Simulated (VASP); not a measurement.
# Hf (Fm-3m) in VASP: a series of runs

Hf is run at these levels: PBE; tasks: single point.

All numbers are computed with VASP 6.6.1; they aren't measurements. Logs are shortened: lines on timing, memory, paths and dates and some standing lists are left out, and cuts for length are marked.

### Step 1. The cell of the first run

Symmetry: Fm-3m, No. 225, cubic system. The conventional cell has a = 4.516 Å, b = 4.516 Å, c = 4.516 Å, α = 90.00°, β = 90.00°, γ = 90.00°. Within 4.2 Å of Hf (site symmetry m-3m) lie 12 Hf at 3.19 Å.

### Step 2. Single point, PBE

INCAR

```
  ALGO = Normal
  EDIFF = 1E-7
  ENCUT = 520
  GGA = PE
  ISIF = 2
  ISMEAR = -1
  LASPH = T
  LCHARG = F
  LREAL = F
  LWAVE = F
  NBANDS = 11
  NELM = 80
  PREC = Accurate
  SIGMA = 0.06122561905347299
```

KPOINTS

```
k-points
0
Gamma
  21 21 21
```

POSCAR

```
Hf
1.0
    0.0000000000      2.2577679358      2.2577679358
    2.2577679358      0.0000000000      2.2577679358
    2.2577679358      2.2577679358      0.0000000000
Hf
1
Direct
    0.0000000000      0.0000000000      0.0000000000
```

Potentials or basis: VASP PAW PBE potentials, release 64 (Hf_pv).

Launch:

```
> cat potpaw_PBE.64/Hf_pv/POTCAR > POTCAR
> mpirun -np 1 vasp_std > vasp.out
```

OUTCAR:

```text
EDIFF = 1E-7
   ENCUT = 520
   GGA = PE
   ISIF = 2
   ISMEAR = -1
   LASPH = T
   LREAL = F
   NELM = 80
   PREC = Accurate

 ion  position               nearest neighbor table
   1  0.000  0.000  0.000-

  LATTYP: Found a face centered cubic cell.
 ALAT       =     4.5155358716

  Lattice vectors:

 A1 = (   0.0000000000,   2.2577679358,   2.2577679358)
 A2 = (   2.2577679358,   0.0000000000,   2.2577679358)
 A3 = (   2.2577679358,   2.2577679358,   0.0000000000)

Analysis of symmetry for initial positions (statically):
=====================================================================
 Subroutine PRICEL returns:
 Original cell was already a primitive cell.

 Routine SETGRP: Setting up the symmetry group for a
 face centered cubic supercell.

 Subroutine GETGRP returns: Found 48 space group operations
 (whereof 48 operations were pure point group operations)
 out of a pool of 48 trial point group operations.

The static configuration has the point symmetry O_h .

Analysis of symmetry for dynamics (positions and initial velocities):
=====================================================================
 Subroutine PRICEL returns:
 Original cell was already a primitive cell.

 Routine SETGRP: Setting up the symmetry group for a
 face centered cubic supercell.

 Subroutine GETGRP returns: Found 48 space group operations
 (whereof 48 operations were pure point group operations)
 out of a pool of 48 trial point group operations.

The dynamic configuration has the point symmetry O_h .

 Subroutine INISYM returns: Found 48 space group operations
 (whereof 48 operations are pure point group operations),
 and found     1 'primitive' translations

----------------------------------------------------------------------------------------

                                     Primitive cell

  volume of cell :      23.0180

  direct lattice vectors                    reciprocal lattice vectors
     0.000000000  2.257767936  2.257767936    -0.221457658  0.221457658  0.221457658
     2.257767936  0.000000000  2.257767936     0.221457658 -0.221457658  0.221457658
     2.257767936  2.257767936  0.000000000     0.221457658  0.221457658 -0.221457658

  length of vectors
     3.192966035  3.192966035  3.192966035     0.383575916  0.383575916  0.383575916

  position of ions in fractional coordinates (direct lattice)
     0.000000000  0.000000000  0.000000000
[... 80 lines left out ...]
   IBRION =     -1    ionic relax: 0-MD 1-quasi-New 2-CG
   NFREE  =      0    steps in history (QN), initial steepest desc. (CG)
   ISIF   =      2    stress and relaxation
   ISYM   =      2    0-nonsym 1-usesym 2-fastsym
   POTIM  = 0.5000    time-step for ionic-motion
   TEBEG  =    0.0;   TEEND  =   0.0 temperature during run
   PSTRESS=    0.0 pullay stress
   NELECT =      10.0000    total number of electrons
   NUPDOWN=      -1.0000    fix difference up-down
   EMIN   =  10.00;   EMAX   =-10.00  energy-range for DOS
   EFERMI =   0.00;   METHOD = LEGACY
   ISMEAR =    -1;   SIGMA  =   0.06  broadening in eV -4-tet -1-fermi 0-gaus
   EFERMI_NEDOS =   21; number of points for ismear=-14 and -15
   IALGO  =     38    algorithm
   IMIX   =      4    mixing-type and parameters
     AMIX     =   0.40;   BMIX     =  1.00
     AMIX_MAG =   1.60;   BMIX_MAG =  1.00
  volume/ion in A,a.u.               =      23.02       155.33
  Fermi-wavevector in a.u.,A,eV,Ry     =   1.239897  2.343065 20.916835  1.537344
  Thomas-Fermi vector in A             =   2.374361
   LORBIT       =      0    0 simple, 1 ext, 2 COOP (PROOUT), +10 PAW based schemes
   GGA     = PE    functional components
   LHFCALC =     F    Hartree Fock is set to
   AEXX    =    0.0000 exact exchange contribution
   IVDW    =     0    specifies the selected vdW correction
   LEPSILON=     F    determine dielectric tensor
   LRPA    =     F    only Hartree local field effects (RPA)
 non-spin polarized calculation
  energy-cutoff  :      520.00
  volume of cell :       23.02
 maximum number of plane-waves:       632
   NGX = 11   NGY = 11   NGZ = 11

 number of electron      10.0000000 magnetization

 number of electron       9.9999999 magnetization

 Free energy of the ion-electron system (eV)
  ---------------------------------------------------
  ext. energy  EPLUGINS =         0.00000000
  ---------------------------------------------------
  free energy    TOTEN  =        -9.85829438 eV

  energy without entropy =       -9.83968473  energy(sigma->0) =       -9.84898955

 E-fermi :   4.5469     XC(G=0): -11.1573

 val. band max:        4.5449763471   @ k =  -0.2857   0.3810   0.0952
 cond. band min:       4.5474686168   @ k =  -0.3810   0.0952   0.0000
 fundamental gap:      0.0024922698
 Fermi energy:         4.5468736547

 k-point     1 :       0.0000    0.0000    0.0000
  band No.  band energies     occupation
      1     -25.5753      2.00000
      2     -25.5753      2.00000
      3     -25.5753      2.00000
      4      -2.5674      2.00000
      5       5.9344      0.00000
      6       5.9344      0.00000
      7       5.9344      0.00000
      8       8.6235      0.00000
      9       8.6235      0.00000
     10      15.7648      0.00000
     11      17.5102      0.00000
[... 309 lines left out ...]
 k-point    24 :      -0.3810    0.0476    0.0000
  band No.  band energies     occupation
      1     -26.2359      2.00000
      2     -25.6816      2.00000
      3     -25.6611      2.00000
      4       0.7855      2.00000
      5       4.6417      0.35036
      6       5.7840      0.00000
      7       5.9038      0.00000
      8       9.8061      0.00000
      9      10.4036      0.00000
     10      14.1341      0.00000
     11      16.4447      0.00000

 [... further k-points ...]

------------------------ aborting loop because EDIFF is reached ----------------------------------------

  FORCE on cell =-STRESS in cart. coord.  units (eV):
  Direction    XX          YY          ZZ          XY          YZ          ZX
  --------------------------------------------------------------------------------------
  -------------------------------------------------------------------------------------
  Total       -0.3445300     -0.3445300     -0.3445300      0.0000000      0.0000000      0.0000000
  in kB      -23.9811330    -23.9811330    -23.9811330      0.0000000      0.0000000      0.0000000
  external PRESSURE =     -23.9811330 kB  Pullay stress =       0.0000000 kB

 VOLUME and BASIS-vectors are now :
 -----------------------------------------------------------------------------
  energy-cutoff  :      520.00
  volume of cell :       23.02
      direct lattice vectors                 reciprocal lattice vectors
     0.000000000  2.257767936  2.257767936    -0.221457658  0.221457658  0.221457658
     2.257767936  0.000000000  2.257767936     0.221457658 -0.221457658  0.221457658
     2.257767936  2.257767936  0.000000000     0.221457658  0.221457658 -0.221457658

 POSITION                                       TOTAL-FORCE (eV/Angst)
 -----------------------------------------------------------------------------------
      0.00000      0.00000      0.00000        -0.000000     -0.000000     -0.000000
 -----------------------------------------------------------------------------------
    total drift:                                0.000000      0.000000      0.000000

  FREE ENERGIE OF THE ION-ELECTRON SYSTEM (eV)
  ---------------------------------------------------
  free  energy   TOTEN  =        -9.8582943797 eV

  energy  without entropy=       -9.8396847276  energy(sigma->0) =       -9.84898955
```

OSZICAR:

```text
N       E                     dE             d eps       ncg     rms          rms(c)
DAV:   1     0.137723330798E+02    0.13772E+02   -0.56911E+03  6316   0.838E+02
DAV:   2    -0.972497594285E+01   -0.23497E+02   -0.22715E+02  7863   0.157E+02
DAV:   3    -0.102120828672E+02   -0.48711E+00   -0.48206E+00  7974   0.155E+01
DAV:   4    -0.102141416706E+02   -0.20588E-02   -0.20584E-02  7149   0.122E+00
DAV:   5    -0.102141539215E+02   -0.12251E-04   -0.12250E-04  7980   0.840E-02    0.452E+01
DAV:   6    -0.994955972547E+01    0.26459E+00   -0.22430E-01  7009   0.354E+00    0.268E+01
DAV:   7    -0.986306101907E+01    0.86499E-01   -0.34204E-01  7312   0.424E+00    0.126E+00
DAV:   8    -0.985825890896E+01    0.48021E-02   -0.25265E-02  7048   0.114E+00    0.169E-01
DAV:   9    -0.985829390553E+01   -0.34997E-04   -0.45876E-04  7687   0.170E-01    0.523E-02
DAV:  10    -0.985829495666E+01   -0.10511E-05   -0.35550E-05  7371   0.459E-02    0.483E-02
DAV:  11    -0.985829436701E+01    0.58965E-06   -0.47741E-06  7377   0.163E-02    0.292E-03
DAV:  12    -0.985829437975E+01   -0.12736E-07   -0.63578E-08  5475   0.240E-03
   1 F= -.98582944E+01 E0= -.98489896E+01  d E =-.186097E-01
```

stdout:

```text
POSCAR found type information on POSCAR Hf
 POSCAR found :  1 types and       1 ions
 scaLAPACK will be used
 LDA part: xc-table for (Slater+PW92), standard interpolation
 POSCAR, INCAR and KPOINTS ok, starting setup
 FFT: planning ... GRIDC
 FFT: planning ... GRID_SOFT
 FFT: planning ... GRID
 WAVECAR not read
 entering main loop
```

It took 26 s on 1 thread of Intel Xeon Platinum 8488C (Sapphire Rapids), shared host; peak memory 0.19 GiB.

What came out:

- Free energy: -9.8583 eV
- Pressure: -2.4 GPa
- Band gap on the k mesh: zero (band 5 reaches 5.93 eV, above the bottom of band 6 at 4.04 eV)

Caveat: spin-orbit coupling is left out, which moves the levels of the heavy elements.

### Step 3. Single point, PBE

This run uses another cell than the first one, of 23.47 Å³/atom, 1.020 times its volume.

INCAR

```
PREC     = Accurate       # precision mode
ENCUT    = 520            # plane-wave cutoff, eV
EDIFF    = 1E-6           # SCF threshold, eV
ISMEAR   = -1             # smearing method
SIGMA    = 0.06122561905347299 # smearing width, eV
LREAL    = False          # projectors in reciprocal space
LASPH    = True           # aspherical terms in the spheres
NELM     = 100            # most SCF steps
ALGO     = Normal         # electronic algorithm
ISIF     = 2              # what is computed and relaxed
LWAVE    = False          # write WAVECAR
LCHARG   = False          # write CHGCAR
GGA      = PE             # functional
NBANDS   = 11             # bands
```

KPOINTS

```
Automatic mesh
0
Gamma
  21 21 21
```

POSCAR

```
Hf
1.0
    0.0000000000      2.2724291774      2.2724291774
    2.2724291774      0.0000000000      2.2724291774
    2.2724291774      2.2724291774      0.0000000000
Hf
1
Direct
    0.0000000000      0.0000000000      0.0000000000
```

Potentials or basis: VASP PAW PBE potentials, release 64 (Hf_pv).

Launch:

```
> cat potpaw_PBE.64/Hf_pv/POTCAR > POTCAR
> mpirun -np 1 vasp_std > vasp.out
```

OUTCAR:

```text
PREC = Accurate
   ENCUT = 520
   EDIFF = 1E-6
   ISMEAR = -1
   LREAL = False
   LASPH = True
   NELM = 100
   ISIF = 2
   GGA = PE

 ion  position               nearest neighbor table
   1  0.000  0.000  0.000-

  LATTYP: Found a face centered cubic cell.
 ALAT       =     4.5448583548

  Lattice vectors:

 A1 = (   0.0000000000,   2.2724291774,   2.2724291774)
 A2 = (   2.2724291774,   0.0000000000,   2.2724291774)
[... 512 lines left out ...]
      9      10.1475      0.00000
     10      13.8184      0.00000
     11      16.1740      0.00000

 [... further k-points ...]

------------------------ aborting loop because EDIFF is reached ----------------------------------------

  FORCE on cell =-STRESS in cart. coord.  units (eV):
  Direction    XX          YY          ZZ          XY          YZ          ZX
  --------------------------------------------------------------------------------------
  -------------------------------------------------------------------------------------
  Total       -0.6115786     -0.6115786     -0.6115786     -0.0000000     -0.0000000      0.0000000
  in kB      -41.7505109    -41.7505109    -41.7505109     -0.0000000     -0.0000000      0.0000000
  external PRESSURE =     -41.7505109 kB  Pullay stress =       0.0000000 kB

 VOLUME and BASIS-vectors are now :
 -----------------------------------------------------------------------------
  energy-cutoff  :      520.00
  volume of cell :       23.47
      direct lattice vectors                 reciprocal lattice vectors
     0.000000000  2.272429177  2.272429177    -0.220028859  0.220028859  0.220028859
     2.272429177  0.000000000  2.272429177     0.220028859 -0.220028859  0.220028859
     2.272429177  2.272429177  0.000000000     0.220028859  0.220028859 -0.220028859

 POSITION                                       TOTAL-FORCE (eV/Angst)
 -----------------------------------------------------------------------------------
      0.00000      0.00000      0.00000        -0.000000      0.000000      0.000000
 -----------------------------------------------------------------------------------
    total drift:                                0.000000      0.000000     -0.000000

  FREE ENERGIE OF THE ION-ELECTRON SYSTEM (eV)
  ---------------------------------------------------
  free  energy   TOTEN  =        -9.8490532991 eV

  energy  without entropy=       -9.8299932087  energy(sigma->0) =       -9.83952325
```

OSZICAR:

```text
N       E                     dE             d eps       ncg     rms          rms(c)
DAV:   1     0.129914046363E+02    0.12991E+02   -0.57295E+03  6292   0.835E+02
DAV:   2    -0.974906279260E+01   -0.22740E+02   -0.22054E+02  7885   0.154E+02
DAV:   3    -0.102159311982E+02   -0.46687E+00   -0.46290E+00  7883   0.152E+01
DAV:   4    -0.102179731269E+02   -0.20419E-02   -0.20415E-02  7250   0.122E+00
DAV:   5    -0.102179856875E+02   -0.12561E-04   -0.12560E-04  8094   0.842E-02    0.447E+01
DAV:   6    -0.994328030370E+01    0.27471E+00   -0.23382E-01  6913   0.360E+00    0.265E+01
DAV:   7    -0.985422454339E+01    0.89056E-01   -0.35447E-01  7291   0.430E+00    0.123E+00
DAV:   8    -0.984903059679E+01    0.51939E-02   -0.26507E-02  6988   0.118E+00    0.262E-01
DAV:   9    -0.984905248505E+01   -0.21888E-04   -0.44346E-04  7749   0.177E-01    0.530E-02
DAV:  10    -0.984905365572E+01   -0.11707E-05   -0.36111E-05  7365   0.462E-02    0.523E-02
DAV:  11    -0.984905329912E+01    0.35661E-06   -0.43285E-06  7417   0.156E-02
   1 F= -.98490533E+01 E0= -.98395233E+01  d E =-.190601E-01
```

It took 24 s on 1 thread of Intel Xeon Platinum 8488C (Sapphire Rapids), shared host; peak memory 0.19 GiB.

What came out:

| Item | Value |
| --- | --- |
| Free energy | -9.8491 eV |
| Pressure | -4.2 GPa |
| Band gap on the k mesh | zero (band 5 reaches 5.79 eV, above the bottom of band 6 at 3.92 eV) |

Levels at points of the mesh, in eV from the Fermi level:
| k point | band 1 | band 2 | band 3 | band 4 | band 5 | band 6 | band 7 | band 8 | band 9 | band 10 |
| --- | --- | --- | --- | --- | --- | --- | --- | --- | --- | --- |
| (0.00, 0.00, 0.00) | -30.19 | -30.19 | -30.19 | -7.05 | 1.38 | 1.38 | 1.38 | 4.00 | 4.00 | 11.15 |

Caveat: spin-orbit coupling is left out, which moves the levels of the heavy elements.

(Continued in part 2 of 2.)
